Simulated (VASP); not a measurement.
Here is a VASP 6.6.1 calculation.

Contents of INCAR:

```
SYSTEM = Zn
ALGO = Normal
EDIFF = 1E-7
ENCUT = 520
GGA = CA
ISIF = 2
ISMEAR = -1
LASPH = .TRUE.
LCHARG = .FALSE.
LREAL = .FALSE.
LWAVE = .FALSE.
NBANDS = 12
NELM = 80
PREC = Accurate
SIGMA = 0.05
```

The input KPOINTS:

```
k-points
0
G
  12 12 12
  0 0 0
```

Contents of POSCAR:

```
Zn
1.0
    0.0000000000      1.9647760000      1.9647760000
    1.9647760000      0.0000000000      1.9647760000
    1.9647760000      1.9647760000      0.0000000000
Zn
1
Direct
    0.0000000000      0.0000000000      0.0000000000
```

Potentials or basis: VASP PAW LDA potentials, release 64 (Zn).

Run with:

```sh
$ cat potpaw_LDA.64/Zn/POTCAR > POTCAR
$ mpirun -np 1 vasp_std > vasp.out
```

(1) What does it give for the pressure?

(2) Predict the band gap on the k mesh.

Results:

(1) -8.1 GPa.

(2) zero (band 6 reaches 5.09 eV, above the bottom of band 7 at 1.41 eV).
